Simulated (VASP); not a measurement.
## CdSe: relaxation of cell and atoms with PBE

Crystal: CdSe.

```xyz
8
Lattice="7.2162 0.0000 0.0000 0.0000 4.4082 0.0000 0.0000 0.0000 7.4098" Properties=species:S:1:pos:R:3 pbc="T T T"
Cd    5.9250    3.3062    3.0346
Cd    4.8993    1.1021    6.7395
Cd    2.3169    3.3062    0.6703
Cd    1.2912    1.1021    4.3752
Se    5.9250    1.1021    4.3752
Se    4.8993    3.3062    0.6703
Se    2.3169    1.1021    6.7395
Se    1.2912    3.3062    3.0346
```

The cell was generated, and may not be a known phase.

```json
{"Program": "VASP 6.6.1", "Task": "relaxation of cell and atoms", "Functional": "PBE", "Potentials or basis": "VASP PAW PBE potentials, release 64 (Cd, Se)", "Cutoff": "600 eV", "k mesh": "4 × 4 × 4", "Occupations": "gaussian, width 0.1 eV", "Spin": "no spin polarisation", "Dipole correction": "no", "Further INCAR settings": "ALGO = Normal; EDIFF = 1e-07; IBRION = 2; EDIFFG = -0.04; NSW = 90; ISIF = 3"}
```

* Relaxed volume: 34.06 Å³/atom
* Relaxed cell: a = 7.897 Å, b = 4.527 Å, c = 7.622 Å, α = 90.00°, β = 90.00°, γ = 90.00°
* Space group after relaxing (to 0.1 Å): Pnma (No. 62)
* Energy gained by relaxing: 108.4 meV/atom
* Ionic steps: 14
* Pressure after relaxing: 0.0 GPa
* Largest force after relaxing: 0.037 eV/Å
* Band gap on the k mesh: 0.77 eV

Forces on the atoms (eV/Å):
```
Cd  -0.005  0.000 -0.037
Cd   0.005  0.000 -0.037
Cd  -0.005  0.000  0.037
Cd   0.005  0.000  0.037
Se   0.015  0.000 -0.020
Se  -0.015  0.000 -0.020
Se   0.015  0.000  0.020
Se  -0.015  0.000  0.020
```

Stress tensor (GPa, compression positive):
```
 0.17  0.00  0.00
 0.00  0.05  0.00
 0.00  0.00 -0.08
```

Step by step:
```
step  energy change (eV)  largest force (eV/Å)  pressure (GPa)  volume (Å³)
   1              0.0000                1.2143            7.34       235.71
   2             -0.6547                0.3728           -2.04       284.74
   3             -0.7896                0.1729            0.05       267.83
   4             -0.7894                0.1835           -0.05       268.50
   5             -0.8023                0.1660           -0.07       268.99
   6             -0.8095                0.1759           -0.07       269.66
   7             -0.8212                0.1638            0.04       269.33
   8             -0.8399                0.1571            0.37       268.30
   9             -0.8484                0.1329            0.23       269.44
  10             -0.8617                0.0699           -0.15       272.88
  11             -0.8622                0.0641           -0.23       273.63
  12             -0.8648                0.0301           -0.09       273.01
  13             -0.8654                0.0474            0.00       272.59
  14             -0.8670                0.0375            0.05       272.45
```

Final structure:
```
Cd Se
1.0
     7.89664    0.00000    0.00000
     0.00000    4.52652    0.00000
     0.00000    0.00000    7.62209
Cd Se
4 4
Direct
  0.83740 0.75000 0.40627
  0.66260 0.25000 0.90627
  0.33740 0.75000 0.09373
  0.16260 0.25000 0.59373
  0.81358 0.25000 0.59716
  0.68642 0.75000 0.09716
  0.31358 0.25000 0.90284
  0.18642 0.75000 0.40284
```

Levels at points of the mesh, in eV from the valence-band top:
```tsv
k point	band 32	band 33	band 34	band 35	band 36	band 37	band 38	band 39	band 40	band 41
(0.00, 0.00, 0.00)	-0.68	-0.31	-0.13	-0.10	0.00	0.77	2.34	3.08	3.73	4.75
(0.50, 0.00, 0.00)	-1.13	-0.40	-0.40	-0.19	-0.19	2.01	2.01	3.26	3.26	4.33
(0.00, 0.50, 0.00)	-1.37	-1.24	-1.24	-0.50	-0.50	3.64	3.64	3.76	3.76	5.55
(0.50, 0.50, 0.00)	-1.79	-0.78	-0.78	-0.78	-0.78	4.07	4.07	4.07	4.07	4.60
(0.00, 0.00, 0.50)	-1.23	-0.55	-0.55	-0.42	-0.42	2.80	2.80	3.09	3.09	4.68
(0.50, 0.00, 0.50)	-1.18	-0.45	-0.45	-0.31	-0.31	2.82	2.82	2.89	2.89	4.57
(0.00, 0.50, 0.50)	-1.57	-0.77	-0.77	-0.32	-0.32	2.97	2.97	3.21	3.21	5.42
(0.50, 0.50, 0.50)	-1.30	-0.91	-0.91	-0.91	-0.91	3.18	3.18	3.18	3.18	5.26
```

Wall time 79 min on 1 thread of Oxide Virtual Turin-like Processor (shared host), peak memory 0.5 GiB.

Caveat: the volume moved by over 15 % at a fixed basis, so the end points are rough; semilocal functionals underestimate gaps, and a narrow one can read as zero.
